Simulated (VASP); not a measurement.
LiCl:

```xyz
4
Lattice="3.5749 0.0000 0.0000 -1.7875 3.0960 0.0000 0.0000 0.0000 6.0241" Properties=species:S:1:pos:R:3 pbc="T T T"
Li    0.0000    0.0000    0.0000
Li    0.0000    0.0000    3.0120
Cl    0.0000    2.0640    1.5060
Cl    1.7875    1.0320    4.5181
```

Base run:

- Program: VASP 6.6.1
- Functional: r2SCAN
- Potentials or basis: VASP PAW PBE potentials, release 64 (Li_sv, Cl)
- Cutoff: 520 eV
- k mesh: 6 × 6 × 4
- Occupations: gaussian, width 0.01 eV
- Spin: no spin polarisation

Its results: band gap on the k mesh 7.33 eV, direct.

Q: The run is repeated on the same cell with these changes: functional from r2SCAN to PBE; further incar settings from ALGO = Normal; EDIFF = 1e-06; NBANDS = 18 to ALGO = Normal; EDIFF = 1e-07; NBANDS = 18. What comes out?

A: Band gap on the k mesh 6.37 eV, direct.

A k mesh can miss the band edges.
